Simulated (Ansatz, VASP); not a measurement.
Two plane-wave programs on FeNi3

```
CELL_PARAMETERS angstrom
0.00000 2.79037 2.79037
2.79037 0.00000 2.79037
2.79037 2.79037 0.00000
ATOMIC_POSITIONS crystal
Fe 0.00000 0.00000 0.00000
Ni 0.75000 0.75000 0.75000
Ni 0.25000 0.25000 0.25000
Ni 0.50000 0.50000 0.50000
```

Alike in both runs: task single point; functional LDA; k mesh 7 × 7 × 7; occupations fermi-dirac, width 0.05 eV; collinear spin.

|  | VASP | Ansatz |
| --- | --- | --- |
| version | VASP 6.6.1 | Ansatz 0.2.0 |
| potentials or method | VASP PAW LDA potentials, release 64 (Fe, Ni) | plane waves, PAW |
| plane-wave cutoff (eV) | 520 | 420 |
| valence electrons in the cell | 38 | 70 |

Ansatz gave:

```
gap on the k mesh at the Fermi level (eV)                     : none
net moment per atom (μB)                                      : 1.08
size of the moment on the site where the two differ most (μB) : 0.66
```

Q: Estimate VASP's values.

A: gap on the k mesh at the Fermi level (eV): none; net moment per atom (μB): 1.07; size of the moment on the site where the two differ most (μB): 0.61.

LDA's correlation is that of Perdew and Zunger in VASP and of Perdew and Wang (1992) in Ansatz. Site moments also hang on the region over which each program counts them. A gap of «none» marks a metal or a gap that the smearing closes. VASP's potentials hold 38 valence electrons a cell and Ansatz's 70, so a difference there can come from the potentials and not from the codes. Ansatz's warnings: seeded moment not kept.
